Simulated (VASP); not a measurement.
# HfSiO4 (P-4m2) in VASP: notebook, part 3 of 3

VASP 6.6.1.

### 6 Single point, r2SCAN

This run uses another cell than the first one, of 10.26 Å³/atom, 1.031 times its volume.

File POSCAR:

```
HfSiO4
1.0
    3.2856932360      0.0000000000      0.0000000000
    0.0000000000      3.2856932360      0.0000000000
    0.0000000000      0.0000000000      5.7004944933
Si Hf O
1 1 4
Direct
    0.5000000000      0.5000000000      0.5000000000
    0.0000000000      0.0000000000      0.0000000000
    0.5000000000      0.0000000000      0.6220427075
    0.0000000000      0.5000000000      0.8236286593
    0.0000000000      0.5000000000      0.3779572925
    0.5000000000      0.0000000000      0.1763713407
```

File INCAR.step1:

```
SYSTEM = HfSiO4
PREC = Accurate
ENCUT = 520
ISMEAR = 0
SIGMA = 0.01
LREAL = .FALSE.
LASPH = .TRUE.
NELM = 60
NBANDS = 28
GGA = PE
ALGO = Normal
EDIFF = 1E-4
LWAVE = .TRUE.
LCHARG = .FALSE.
```

File INCAR.step2:

```
SYSTEM = HfSiO4
PREC = Accurate
ENCUT = 520
EDIFF = 1E-7
ISMEAR = 0
SIGMA = 0.01
LREAL = .FALSE.
LASPH = .TRUE.
NELM = 60
ALGO = Normal
ISIF = 2
LWAVE = .FALSE.
LCHARG = .FALSE.
METAGGA = R2SCAN
LMIXTAU = .TRUE.
NBANDS = 28
ISTART = 1
```

File KPOINTS:

```
regular mesh
0
G
  8 8 4
  0 0 0
```

Potentials or basis: VASP PAW PBE potentials, release 64 (Si, Hf_pv, O).

Launch:

```console
> cat potpaw_PBE.64/Si/POTCAR potpaw_PBE.64/Hf_pv/POTCAR potpaw_PBE.64/O/POTCAR > POTCAR
> cp INCAR.step1 INCAR
> mpirun -np 1 vasp_std > vasp.out
> cp INCAR.step2 INCAR
> mpirun -np 1 vasp_std > vasp.out
```

OUTCAR:

```text
SYSTEM = HfSiO4
   PREC = Accurate
   ENCUT = 520
   EDIFF = 1E-7
   ISMEAR = 0
   LREAL = .FALSE.
   LASPH = .TRUE.
   NELM = 60
   ISIF = 2
   METAGGA = R2SCAN
   ISTART = 1

 ion  position               nearest neighbor table
   1  0.500  0.500  0.500-   3 1.78   5 1.78   3 1.78   5 1.78   4 2.47   6 2.47   4 2.47   6 2.47

   2  0.000  0.000  0.000-   4 1.93   6 1.93   4 1.93   6 1.93   5 2.71   5 2.71   3 2.71   3 2.71

   3  0.500  0.000  0.622-   1 1.78   1 1.78   2 2.71   2 2.71
   4  0.000  0.500  0.824-   2 1.93   2 1.93   1 2.47   1 2.47
   5  0.000  0.500  0.378-   1 1.78   1 1.78   2 2.71   2 2.71
   6  0.500  0.000  0.176-   2 1.93   2 1.93   1 2.47   1 2.47

  LATTYP: Found a simple tetragonal cell.
 ALAT       =     3.2856932360
 C/A-ratio  =     1.7349442215

  Lattice vectors:

 A1 = (   3.2856932360,   0.0000000000,   0.0000000000)
 A2 = (   0.0000000000,   3.2856932360,   0.0000000000)
 A3 = (   0.0000000000,   0.0000000000,   5.7004944933)

Analysis of symmetry for initial positions (statically):
[... 176 lines left out ...]
  ---------------------------------------------------
  free energy    TOTEN  =       -95.04384550 eV

  energy without entropy =      -95.04384550  energy(sigma->0) =      -95.04384550

 E-fermi :   4.1230     XC(G=0): -12.1467

 val. band max:        4.0146881762   @ k =   0.5000   0.5000   0.5000
 cond. band min:       7.2258175579   @ k =   0.0000   0.0000   0.0000
 fundamental gap:      3.2111293818
 Fermi energy:         4.1229905240

 k-point     1 :       0.0000    0.0000    0.0000
  band No.  band energies     occupation
      1     -25.9494      2.00000
      2     -25.6057      2.00000
      3     -25.6057      2.00000
      4     -16.4270      2.00000
      5     -14.1500      2.00000
      6     -13.8266      2.00000
[... 733 lines left out ...]
     27      15.4306      0.00000
     28      16.6742      0.00000

 [... further k-points ...]
[... 5 lines left out ...]
  --------------------------------------------------------------------------------------
  -------------------------------------------------------------------------------------
  Total       -0.3715531     -0.3715531     -0.6499249      0.0000000      0.0000000      0.0000000
  in kB       -9.6730830     -9.6730830    -16.9202653      0.0000000      0.0000000      0.0000000
  external PRESSURE =     -12.0888104 kB  Pullay stress =       0.0000000 kB

 VOLUME and BASIS-vectors are now :
 -----------------------------------------------------------------------------
  energy-cutoff  :      520.00
  volume of cell :       61.54
      direct lattice vectors                 reciprocal lattice vectors
     3.285693236  0.000000000  0.000000000     0.304349776  0.000000000  0.000000000
     0.000000000  3.285693236  0.000000000     0.000000000  0.304349776  0.000000000
     0.000000000  0.000000000  5.700494493     0.000000000  0.000000000  0.175423378

 POSITION                                       TOTAL-FORCE (eV/Angst)
 -----------------------------------------------------------------------------------
      1.64285      1.64285      2.85025        -0.000000      0.000000      0.000000
      0.00000      0.00000      0.00000        -0.000000     -0.000000      0.000000
      1.64285      0.00000      3.54595        -0.000000      0.000000      0.067689
      0.00000      1.64285      4.69509         0.000000     -0.000000      0.149200
      0.00000      1.64285      2.15454        -0.000000     -0.000000     -0.067689
      1.64285      0.00000      1.00540        -0.000000     -0.000000     -0.149200
 -----------------------------------------------------------------------------------
    total drift:                                0.000000      0.000000     -0.000000

  FREE ENERGIE OF THE ION-ELECTRON SYSTEM (eV)
  ---------------------------------------------------
  free  energy   TOTEN  =       -95.0438454994 eV

  energy  without entropy=      -95.0438454994  energy(sigma->0) =      -95.04384550
```

OUTCAR.step1:

```text
SYSTEM = HfSiO4
   PREC = Accurate
   ENCUT = 520
   ISMEAR = 0
   LREAL = .FALSE.
   LASPH = .TRUE.
[... 983 lines left out ...]
      0.00000      1.64285      4.69509        -0.000000     -0.000000     -0.188447
      0.00000      1.64285      2.15454        -0.000000     -0.000000     -0.258264
      1.64285      0.00000      1.00540        -0.000000     -0.000000      0.188447
 -----------------------------------------------------------------------------------
    total drift:                                0.000000      0.000000     -0.000000

  FREE ENERGIE OF THE ION-ELECTRON SYSTEM (eV)
  ---------------------------------------------------
  free  energy   TOTEN  =       -50.7969167077 eV

  energy  without entropy=      -50.7969167077  energy(sigma->0) =      -50.79691671
```

OSZICAR.step1:

```text
N       E                     dE             d eps       ncg     rms          rms(c)
DAV:   1     0.189020424421E+03    0.18902E+03   -0.21056E+04  2520   0.133E+03
DAV:   2    -0.483170408749E+02   -0.23734E+03   -0.23099E+03  3068   0.317E+02
DAV:   3    -0.586437506753E+02   -0.10327E+02   -0.10275E+02  3168   0.625E+01
DAV:   4    -0.587200098532E+02   -0.76259E-01   -0.76210E-01  3136   0.598E+00
DAV:   5    -0.587207383747E+02   -0.72852E-03   -0.72846E-03  3064   0.554E-01    0.689E+01
DAV:   6    -0.508748636117E+02    0.78459E+01   -0.28739E+01  2792   0.345E+01    0.494E+01
DAV:   7    -0.508207829718E+02    0.54081E-01   -0.15940E+00  2948   0.853E+00    0.231E+01
DAV:   8    -0.508009112011E+02    0.19872E-01   -0.16871E-01  3040   0.358E+00    0.328E+00
DAV:   9    -0.507968315481E+02    0.40797E-02   -0.19807E-02  2860   0.102E+00    0.157E+00
DAV:  10    -0.507972699728E+02   -0.43842E-03   -0.54551E-03  3140   0.602E-01    0.760E-01
DAV:  11    -0.507968758676E+02    0.39411E-03   -0.18330E-03  3004   0.374E-01    0.307E-01
DAV:  12    -0.507969167077E+02   -0.40840E-04   -0.18362E-04  1968   0.847E-02
   1 F= -.50796917E+02 E0= -.50796917E+02  d E =-.756689E-46
```

Run time: 82 s. Hardware: 1 thread of Intel Xeon 6975P-C (Granite Rapids), shared host; peak memory 0.22 GiB.

What came out:

```
Free energy            : -95.0438 eV
Pressure               : -1.2 GPa
Largest force          : 0.149 eV/Å
Band gap on the k mesh : 3.21 eV, indirect (least direct gap 3.44 eV)
```

Forces in eV/Å, atoms in the order of the input:
```
Si   0.000  0.000  0.000
Hf   0.000  0.000  0.000
O    0.000  0.000  0.068
O    0.000  0.000  0.149
O    0.000  0.000 -0.068
O    0.000  0.000 -0.149
```

Caveat: the PAW data sets were made with another functional, which shifts forces and pressure a little; spin-orbit coupling is left out, which moves the levels of the heavy elements. r2SCAN opens gaps a little over a GGA but as a rule still falls short of measured ones.

### 7 Overview

```tsv
level	cell	k mesh	smearing	gap on the mesh (eV)	pressure (GPa)	largest force (eV/Å)
PBEsol	a = 3.310, b = 3.310, c = 5.447 Å, 6 atoms	8 × 8 × 4	fermi-dirac 0.02 eV	2.23	-1.1	0.11
PBE	a = 3.286, b = 3.286, c = 5.700 Å, 6 atoms	8 × 8 × 4	fermi-dirac 0.02 eV	2.49	5.6	0.26
PBE	a = 3.316, b = 3.316, c = 5.769 Å, 6 atoms	8 × 8 × 6	fermi-dirac 0.02 eV	2.28	-1.1	0.13
r2SCAN	a = 3.286, b = 3.286, c = 5.700 Å, 6 atoms	8 × 8 × 4	fermi-dirac 0.02 eV	3.21	-1.2	0.15
r2SCAN	a = 3.286, b = 3.286, c = 5.700 Å, 6 atoms	8 × 8 × 4	gaussian 0.01 eV	3.21	-1.2	0.15
```

Alike in all rows: task single point; potentials or basis VASP PAW PBE potentials, release 64 (Si, Hf_pv, O); no spin polarisation; cutoff (eV) 520.

Caveats: spin-orbit coupling is left out, which moves the levels of the heavy elements; the PAW data sets were made with another functional, which shifts forces and pressure a little (some runs).

Total energies depend on the potentials used, so only differences within one code and one set of settings carry meaning.
